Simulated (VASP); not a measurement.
# GdN (zincblende type) (F-43m) in VASP: notebook, part 2 of 2

VASP 6.6.1. Earlier steps stand in the parts before.

### Step 4. Electric field gradients, PBE, collinear spin, ferromagnetic start

This run uses another cell than the first one, of 19.00 Å³/atom.

Contents of INCAR:

```
SYSTEM = GdN
ALGO = Normal ; EDIFF = 1E-8
ENCUT = 520 ; GGA = PE
ISIF = 2 ; ISMEAR = -1
ISPIN = 2 ; LASPH = .True.
LCHARG = .False. ; LEFG = .True.
LMAXMIX = 6 ; LORBIT = 11
LREAL = .False. ; LWAVE = .False.
MAGMOM = 7 0 ; NBANDS = 22
NELM = 150 ; PREC = Accurate
SIGMA = 0.03
```

Contents of KPOINTS:

```
k-points
0
Gamma
  12 12 12
  0 0 0
```

Contents of POSCAR:

```
GdN
1.0
    0.0000000000      2.6684715907      2.6684715907
    2.6684715907      0.0000000000      2.6684715907
    2.6684715907      2.6684715907      0.0000000000
Gd N
1 1
Direct
    0.0000000000      0.0000000000      0.0000000000
    0.2500000000      0.2500000000      0.2500000000
```

Potentials or basis: VASP PAW PBE potentials, release 64 (Gd, N).

The run is started by

```sh
$ cat potpaw_PBE.64/Gd/POTCAR potpaw_PBE.64/N/POTCAR > POTCAR
$ mpirun -np 1 vasp_std > vasp.out
```

OUTCAR:

```text
SYSTEM = GdN
   EDIFF = 1E-8
   ENCUT = 520
   GGA = PE
   ISIF = 2
   ISMEAR = -1
   ISPIN = 2
   LASPH = .True.
   LORBIT = 11
   LREAL = .False.
   NELM = 150
   PREC = Accurate

 ion  position               nearest neighbor table
   1  0.000  0.000  0.000-   2 2.31   2 2.31   2 2.31   2 2.31
   2  0.250  0.250  0.250-   1 2.31   1 2.31   1 2.31   1 2.31

  LATTYP: Found a face centered cubic cell.
 ALAT       =     5.3369431814

  Lattice vectors:

 A1 = (   0.0000000000,   2.6684715907,   2.6684715907)
 A2 = (   2.6684715907,   0.0000000000,   2.6684715907)
 A3 = (   2.6684715907,   2.6684715907,   0.0000000000)

Analysis of symmetry for initial positions (statically):
=====================================================================
 Subroutine PRICEL returns:
 Original cell was already a primitive cell.

 Routine SETGRP: Setting up the symmetry group for a
 face centered cubic supercell.

 Subroutine GETGRP returns: Found 24 space group operations
 (whereof 24 operations were pure point group operations)
 out of a pool of 48 trial point group operations.

The static configuration has the point symmetry T_d .

Analysis of symmetry for dynamics (positions and initial velocities):
=====================================================================
 Subroutine PRICEL returns:
 Original cell was already a primitive cell.

 Routine SETGRP: Setting up the symmetry group for a
 face centered cubic supercell.

 Subroutine GETGRP returns: Found 24 space group operations
 (whereof 24 operations were pure point group operations)
 out of a pool of 48 trial point group operations.

The dynamic configuration has the point symmetry T_d .

Analysis of structural, dynamic, and magnetic symmetry:
=====================================================================
 Subroutine PRICEL returns:
 Original cell was already a primitive cell.

 Routine SETGRP: Setting up the symmetry group for a
 face centered cubic supercell.

 Subroutine GETGRP returns: Found 24 space group operations
 (whereof 24 operations were pure point group operations)
 out of a pool of 48 trial point group operations.

The overall configuration has the point symmetry T_d .

 Subroutine INISYM returns: Found 24 space group operations
 (whereof 24 operations are pure point group operations),
 and found     1 'primitive' translations

----------------------------------------------------------------------------------------

                                     Primitive cell

  volume of cell :      38.0030

  direct lattice vectors                    reciprocal lattice vectors
     0.000000000  2.668471591  2.668471591    -0.187373177  0.187373177  0.187373177
     2.668471591  0.000000000  2.668471591     0.187373177 -0.187373177  0.187373177
     2.668471591  2.668471591  0.000000000     0.187373177  0.187373177 -0.187373177

  length of vectors
     3.773788714  3.773788714  3.773788714     0.324539863  0.324539863  0.324539863

  position of ions in fractional coordinates (direct lattice)
     0.000000000  0.000000000  0.000000000
     0.250000000  0.250000000  0.250000000

  ion indices of the primitive-cell ions
[... 102 lines left out ...]
   AEXX    =    0.0000 exact exchange contribution
   IVDW    =     0    specifies the selected vdW correction
   LEPSILON=     F    determine dielectric tensor
   LRPA    =     F    only Hartree local field effects (RPA)
 spin polarized calculation
  energy-cutoff  :      520.00
  volume of cell :       38.00
 maximum number of plane-waves:      1036
   NGX = 13   NGY = 13   NGZ = 13

 number of electron      22.9999995 magnetization       6.9999930

 Free energy of the ion-electron system (eV)
  ---------------------------------------------------
  ext. energy  EPLUGINS =         0.00000000
  ---------------------------------------------------
  free energy    TOTEN  =       -22.83280276 eV

  energy without entropy =      -22.83280276  energy(sigma->0) =      -22.83280276

 E-fermi :   2.7421     XC(G=0): -10.2455

 val. band max:        2.0748314103   @ k =   0.5000   0.5000   0.0000
 cond. band min:       3.2597680431   @ k =   0.0000   0.0000   0.0000
 fundamental gap:      1.1849366327
 Fermi energy:         2.7421299373

 spin component 1

 k-point     1 :       0.0000    0.0000    0.0000
  band No.  band energies     occupation
      1     -41.0799      1.00000
      2     -18.2940      1.00000
      3     -18.2940      1.00000
      4     -18.2940      1.00000
      5     -10.0331      1.00000
      6      -0.9185      1.00000
[... 589 lines left out ...]
     21      10.5387      0.00000
     22      13.3252      0.00000

 [... further k-points ...]

 spin component 2

 k-point     1 :       0.0000    0.0000    0.0000
  band No.  band energies     occupation
      1     -37.9766      1.00000
      2     -16.0907      1.00000
      3     -16.0907      1.00000
      4     -16.0907      1.00000
      5      -9.9979      1.00000
      6       0.2685      1.00000
[... 589 lines left out ...]
     21      11.5287      0.00000
     22      14.2305      0.00000

 [... further k-points ...]
[... 5 lines left out ...]
  --------------------------------------------------------------------------------------
  -------------------------------------------------------------------------------------
  Total        0.0454237      0.0454237      0.0454237      0.0000000     -0.0000000      0.0000000
  in kB        1.9150281      1.9150281      1.9150281      0.0000000     -0.0000000      0.0000000
  external PRESSURE =       1.9150281 kB  Pullay stress =       0.0000000 kB

 VOLUME and BASIS-vectors are now :
 -----------------------------------------------------------------------------
  energy-cutoff  :      520.00
  volume of cell :       38.00
      direct lattice vectors                 reciprocal lattice vectors
     0.000000000  2.668471591  2.668471591    -0.187373177  0.187373177  0.187373177
     2.668471591  0.000000000  2.668471591     0.187373177 -0.187373177  0.187373177
     2.668471591  2.668471591  0.000000000     0.187373177  0.187373177 -0.187373177

 POSITION                                       TOTAL-FORCE (eV/Angst)
 -----------------------------------------------------------------------------------
      0.00000      0.00000      0.00000        -0.000000      0.000000      0.000000
      1.33424      1.33424      1.33424         0.000000     -0.000000     -0.000000
 -----------------------------------------------------------------------------------
    total drift:                               -0.000000     -0.000000     -0.000000

  FREE ENERGIE OF THE ION-ELECTRON SYSTEM (eV)
  ---------------------------------------------------
  free  energy   TOTEN  =       -22.8328027587 eV

  energy  without entropy=      -22.8328027587  energy(sigma->0) =      -22.83280276

 Electric field gradients (V/A^2)
---------------------------------------------------------------------
 ion       V_xx      V_yy      V_zz      V_xy      V_xz      V_yz
---------------------------------------------------------------------
   1      -0.000     0.000    -0.000     0.002     0.002     0.002
   2      -0.000     0.000     0.000     0.001     0.001     0.001
---------------------------------------------------------------------

 Electric field gradients after diagonalization (V/A^2)
 (convention: |V_zz| > |V_xx| > |V_yy|)
----------------------------------------------------------------------
 ion       V_xx      V_yy      V_zz     asymmetry (V_yy - V_xx)/ V_zz
----------------------------------------------------------------------
   1      -0.002    -0.002     0.005       0.000
   2      -0.001    -0.001     0.003       0.000
----------------------------------------------------------------------

           NMR quadrupolar parameters

 Cq : quadrupolar parameter    Cq=e*Q*V_zz/h
 eta: asymmetry parameters     (V_yy - V_xx)/ V_zz
 Q  : nuclear electric quadrupole moment in mb (millibarn)
----------------------------------------------------------------------
 ion       Cq(MHz)       eta       Q (mb)
----------------------------------------------------------------------
   1       0.000       0.000       1.000
   2       0.000       0.000       1.000
----------------------------------------------------------------------

 total charge

# of ion       s       p       d       f       tot
--------------------------------------------------
    1        2.046   5.632   0.594   7.003  15.274
    2        1.260   2.412   0.000   0.000   3.671
--------------------------------------------------
tot          3.305   8.043   0.594   7.003  18.946

 magnetization (x)

# of ion       s       p       d       f       tot
--------------------------------------------------
    1       -0.000  -0.081   0.067   6.802   6.788
    2       -0.007  -0.048   0.000   0.000  -0.055
--------------------------------------------------
tot         -0.008  -0.129   0.067   6.802   6.732
```

Wall time 5.8 min (1 thread of Intel Xeon 8259CL, shared host); peak memory 0.26 GiB.

Results:

- Free energy: -22.8328 eV
- Pressure: 0.2 GPa
- Band gap on the k mesh: 1.19 eV (least direct gap 1.85 eV)
- Net moment: 7.00 μB per cell
- Site moments: Gd +6.79; N -0.06 μB
- Largest electric field gradient by atom: zero within the noise of the run
- Valence electrons inside the program's atomic spheres: Gd 15.27; N 3.67

Caveat: spin-orbit coupling is left out, which moves the levels of the heavy elements; a cell with one magnetic atom can't hold antiferromagnetic order, which such compounds often take; semilocal functionals describe open f shells poorly, which spoils levels, moments and volumes. The state reached can hang on the start; a lower one may exist.

### Step 5. Electric field gradients, PBE, collinear spin, ferromagnetic start (19.38 Å³/atom)

This run uses another cell than the first one, of 19.38 Å³/atom.

Contents of INCAR:

```
SYSTEM = GdN
ALGO = Normal
EDIFF = 1E-8
ENCUT = 520
GGA = PE
ISIF = 2
ISMEAR = -1
ISPIN = 2
LASPH = .True.
LCHARG = .False.
LEFG = .True.
LMAXMIX = 6
LORBIT = 11
LREAL = .False.
LWAVE = .False.
MAGMOM = 7 0
NBANDS = 22
NELM = 150
PREC = Accurate
SIGMA = 0.03
```

KPOINTS is that of step 4.

Contents of POSCAR:

```
GdN
1.0
    0.0000000000      2.6861441030      2.6861441030
    2.6861441030      0.0000000000      2.6861441030
    2.6861441030      2.6861441030      0.0000000000
Gd N
1 1
Direct
    0.0000000000      0.0000000000      0.0000000000
    0.2500000000      0.2500000000      0.2500000000
```

Potentials or basis: VASP PAW PBE potentials, release 64 (Gd, N).

The run is started by

```sh
$ cat potpaw_PBE.64/Gd/POTCAR potpaw_PBE.64/N/POTCAR > POTCAR
$ mpirun -np 1 vasp_std > vasp.out
```

OUTCAR:

```text
SYSTEM = GdN
   EDIFF = 1E-8
   ENCUT = 520
   GGA = PE
   ISIF = 2
   ISMEAR = -1
   ISPIN = 2
   LASPH = .True.
   LORBIT = 11
   LREAL = .False.
   NELM = 150
   PREC = Accurate

 ion  position               nearest neighbor table
   1  0.000  0.000  0.000-   2 2.33   2 2.33   2 2.33   2 2.33
   2  0.250  0.250  0.250-   1 2.33   1 2.33   1 2.33   1 2.33

  LATTYP: Found a face centered cubic cell.
 ALAT       =     5.3722882060

  Lattice vectors:

 A1 = (   0.0000000000,   2.6861441030,   2.6861441030)
 A2 = (   2.6861441030,   0.0000000000,   2.6861441030)
 A3 = (   2.6861441030,   2.6861441030,   0.0000000000)

Analysis of symmetry for initial positions (statically):
=====================================================================
 Subroutine PRICEL returns:
 Original cell was already a primitive cell.

 Routine SETGRP: Setting up the symmetry group for a
 face centered cubic supercell.

 Subroutine GETGRP returns: Found 24 space group operations
 (whereof 24 operations were pure point group operations)
 out of a pool of 48 trial point group operations.

The static configuration has the point symmetry T_d .

Analysis of symmetry for dynamics (positions and initial velocities):
=====================================================================
 Subroutine PRICEL returns:
 Original cell was already a primitive cell.

 Routine SETGRP: Setting up the symmetry group for a
[... 1386 lines left out ...]
  --------------------------------------------------------------------------------------
  -------------------------------------------------------------------------------------
  Total       -0.4441166     -0.4441166     -0.4441166      0.0000000      0.0000000      0.0000000
  in kB      -18.3564917    -18.3564917    -18.3564917      0.0000000      0.0000000      0.0000000
  external PRESSURE =     -18.3564917 kB  Pullay stress =       0.0000000 kB

 VOLUME and BASIS-vectors are now :
 -----------------------------------------------------------------------------
  energy-cutoff  :      520.00
  volume of cell :       38.76
      direct lattice vectors                 reciprocal lattice vectors
     0.000000000  2.686144103  2.686144103    -0.186140423  0.186140423  0.186140423
     2.686144103  0.000000000  2.686144103     0.186140423 -0.186140423  0.186140423
     2.686144103  2.686144103  0.000000000     0.186140423  0.186140423 -0.186140423

 POSITION                                       TOTAL-FORCE (eV/Angst)
 -----------------------------------------------------------------------------------
      0.00000      0.00000      0.00000         0.000000      0.000000      0.000000
      1.34307      1.34307      1.34307        -0.000000     -0.000000     -0.000000
 -----------------------------------------------------------------------------------
    total drift:                               -0.000000     -0.000000     -0.000000

  FREE ENERGIE OF THE ION-ELECTRON SYSTEM (eV)
  ---------------------------------------------------
  free  energy   TOTEN  =       -22.8293931846 eV

  energy  without entropy=      -22.8293931845  energy(sigma->0) =      -22.82939318

 Electric field gradients (V/A^2)
---------------------------------------------------------------------
 ion       V_xx      V_yy      V_zz      V_xy      V_xz      V_yz
---------------------------------------------------------------------
   1      -0.000     0.000     0.000     0.002     0.002     0.002
   2       0.000     0.000    -0.000     0.001     0.001     0.001
---------------------------------------------------------------------

 Electric field gradients after diagonalization (V/A^2)
 (convention: |V_zz| > |V_xx| > |V_yy|)
----------------------------------------------------------------------
 ion       V_xx      V_yy      V_zz     asymmetry (V_yy - V_xx)/ V_zz
----------------------------------------------------------------------
   1      -0.002    -0.002     0.005       0.000
   2      -0.001    -0.001     0.003       0.000
----------------------------------------------------------------------

           NMR quadrupolar parameters

 Cq : quadrupolar parameter    Cq=e*Q*V_zz/h
 eta: asymmetry parameters     (V_yy - V_xx)/ V_zz
 Q  : nuclear electric quadrupole moment in mb (millibarn)
----------------------------------------------------------------------
 ion       Cq(MHz)       eta       Q (mb)
----------------------------------------------------------------------
   1       0.000       0.000       1.000
   2       0.000       0.000       1.000
----------------------------------------------------------------------

 total charge

# of ion       s       p       d       f       tot
--------------------------------------------------
    1        2.044   5.630   0.581   7.002  15.257
    2        1.258   2.402   0.000   0.000   3.660
--------------------------------------------------
tot          3.302   8.032   0.581   7.002  18.917

 magnetization (x)

# of ion       s       p       d       f       tot
--------------------------------------------------
    1       -0.001  -0.082   0.066   6.805   6.789
    2       -0.007  -0.048   0.000   0.000  -0.055
--------------------------------------------------
tot         -0.008  -0.130   0.066   6.805   6.734
```

OSZICAR:

```text
N       E                     dE             d eps       ncg     rms          rms(c)
DAV:   1     0.138659053975E+03    0.13866E+03   -0.85426E+03  8952   0.550E+03
DAV:   2    -0.269312667582E+01   -0.14135E+03   -0.12116E+03  8896   0.438E+02
[... 37 lines left out ...]
DAV:  40    -0.228293933307E+02    0.92091E-06   -0.14258E-06  8784   0.624E-02    0.878E-03
DAV:  41    -0.228293932322E+02    0.98517E-07   -0.66572E-07 12048   0.197E-02    0.111E-02
DAV:  42    -0.228293932229E+02    0.92964E-08   -0.14689E-07 11380   0.416E-03    0.589E-03
DAV:  43    -0.228293932067E+02    0.16230E-07   -0.23355E-08  5944   0.806E-04    0.278E-03
DAV:  44    -0.228293931847E+02    0.21925E-07   -0.21332E-09  3474   0.787E-04    0.847E-04
DAV:  45    -0.228293931846E+02    0.19008E-09   -0.59949E-10  3330   0.124E-03
   1 F= -.22829393E+02 E0= -.22829393E+02  d E =-.207498E-10  mag=     7.0000
```

Run time: 7.5 min. Hardware: 1 thread of Intel Xeon 8259CL, shared host; peak memory 0.27 GiB.

What came out:

| Quantity | Value |
| --- | --- |
| Free energy | -22.8294 eV |
| Pressure | -1.8 GPa |
| Band gap on the k mesh | 1.17 eV (least direct gap 1.84 eV) |
| Net moment | 7.00 μB per cell |
| Site moments | Gd +6.79; N -0.06 μB |
| Largest electric field gradient by atom | zero within the noise of the run |
| Valence electrons inside the program's atomic spheres | Gd 15.26; N 3.66 |

Levels at points of the mesh, in eV from the valence-band top:
Spin up:
| k point | band 13 | band 14 | band 15 | band 16 | band 17 | band 18 |
| --- | --- | --- | --- | --- | --- | --- |
| (0.00, 0.00, 0.00) | -1.63 | -1.63 | -1.63 | 1.75 | 4.97 | 4.97 |
| (0.50, 0.00, 0.00) | -1.53 | -1.15 | -1.15 | 3.93 | 5.34 | 5.34 |
| (0.50, 0.50, 0.00) | -2.38 | 0.00 | 0.00 | 1.94 | 4.75 | 6.61 |
Spin down:
| k point | band 5 | band 6 | band 7 | band 8 | band 9 | band 10 | band 11 | band 12 |
| --- | --- | --- | --- | --- | --- | --- | --- | --- |
| (0.00, 0.00, 0.00) | -12.01 | -1.73 | -1.73 | -1.73 | 1.17 | 2.54 | 2.54 | 2.54 |
| (0.50, 0.00, 0.00) | -11.10 | -1.32 | -1.22 | -1.22 | 2.22 | 2.46 | 2.52 | 2.52 |
| (0.50, 0.50, 0.00) | -10.78 | -2.67 | -0.17 | -0.17 | 2.30 | 2.47 | 2.48 | 2.57 |

Caveat: spin-orbit coupling is left out, which moves the levels of the heavy elements; a cell with one magnetic atom can't hold antiferromagnetic order, which such compounds often take; semilocal functionals describe open f shells poorly, which spoils levels, moments and volumes. A k mesh can miss the band edges.

### Step 6. Overview

| cell | gap on the mesh (eV) | pressure (GPa) | moment (μB) |
| --- | --- | --- | --- |
| a = 3.723 Å, angles 60.0°, 2 atoms | 1.20 | 4.9 | 7.00 |
| a = 3.748 Å, angles 60.0°, 2 atoms | 1.19 | 2.4 | 7.00 |
| a = 3.774 Å, angles 60.0°, 2 atoms | 1.19 | 0.2 | 7.00 |
| a = 3.799 Å, angles 60.0°, 2 atoms | 1.17 | -1.8 | 7.00 |

Alike in all rows: task electric field gradients; level PBE; potentials or basis VASP PAW PBE potentials, release 64 (Gd, N); spin collinear, ferromagnetic start; k mesh 12 × 12 × 12; cutoff (eV) 520; smearing fermi-dirac 0.03 eV.

Caveats: spin-orbit coupling is left out, which moves the levels of the heavy elements; a cell with one magnetic atom can't hold antiferromagnetic order, which such compounds often take; semilocal functionals describe open f shells poorly, which spoils levels, moments and volumes; the cell stands under pressure (at least some runs).

Absolute energies hang on the potentials; compare differences alone.
